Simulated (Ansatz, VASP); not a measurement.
Two plane-wave programs on LiCl

The input POSCAR:

```
LiCl
1.0
    0.0000000000      2.8423642382      2.8423642382
    2.8423642382      0.0000000000      2.8423642382
    2.8423642382      2.8423642382      0.0000000000
Li Cl
1 1
Direct
    0.0000000000      0.0000000000      0.0000000000
    0.2500000000      0.2500000000      0.2500000000
```

File INCAR.step1:

```
  PREC = Accurate
  ENCUT = 520
  EDIFF = 1E-5
  ISMEAR = 0
  SIGMA = 0.01
  LREAL = F
  LASPH = T
  NELM = 80
  ALGO = Normal
  ISIF = 2
  LWAVE = T
  LCHARG = F
  GGA = PE
  NBANDS = 12
```

File INCAR.step2:

```
  PREC = Accurate
  ENCUT = 520
  EDIFF = 1E-6
  ISMEAR = 0
  SIGMA = 0.01
  LREAL = F
  LASPH = T
  NELM = 80
  ALGO = Normal
  ISIF = 2
  LWAVE = F
  LCHARG = F
  GGA = PE
  LHFCALC = T
  HFSCREEN = 0.2079
  PRECFOCK = Normal
  ISTART = 1
  NBANDS = 12
```

KPOINTS

```
regular mesh
0
Gamma
  6 6 6
```

Input for Ansatz:

```yaml
crystal:
  lattice:
    - [0.0, 2.8423642382, 2.8423642382]
    - [2.8423642382, 0.0, 2.8423642382]
    - [2.8423642382, 2.8423642382, 0.0]
  atoms:
    - { symbol: Li, position: [0.0, 0.0, 0.0] }
    - { symbol: Cl, position: [0.25, 0.25, 0.25] }
kpoints:
  mp_grid: { grid: [6, 6, 6] }
  band_path:
    path:
      - [0.0, 0.0, 0.0]
      - [-0.5, -0.5, 0.0]
      - [-0.375, -0.375, 0.25]
      - [-0.375, 0.0, 0.375]
      - [0.0, 0.0, 0.5]
      - [-0.5, -0.25, 0.25]
    npoints: 1
hamiltonian:
  xc: hse06
scf:
  occupations: { method: fixed }
  n_extra_bands: 4
output:
  forces: true
  stress: true
  eigenvalues: true
```

Change from the starting cell: hydrostatic strain +4.0%.

Alike in both runs: task single point; functional HSE06; k mesh 6 × 6 × 6; no spin polarisation.

```csv
,VASP,Ansatz
version,VASP 6.6.1,Ansatz 0.2.0
potentials or method,"VASP PAW PBE potentials, release 64 (Li_sv, Cl)","plane waves, PAW"
plane-wave cutoff (eV),520,420
occupations,"gaussian, width 0.01 eV",fixed
valence electrons in the cell,10,10
```

```csv
,VASP,Ansatz,Ansatz less VASP
gap on the k mesh at the Fermi level (eV),6.97,6.97,+0.001
```

Ansatz's warnings: stress exchange threshold loose, stress scf threshold loose.

Noted on VASP's run: the cutoff is short for stress, so the pressure is rough.
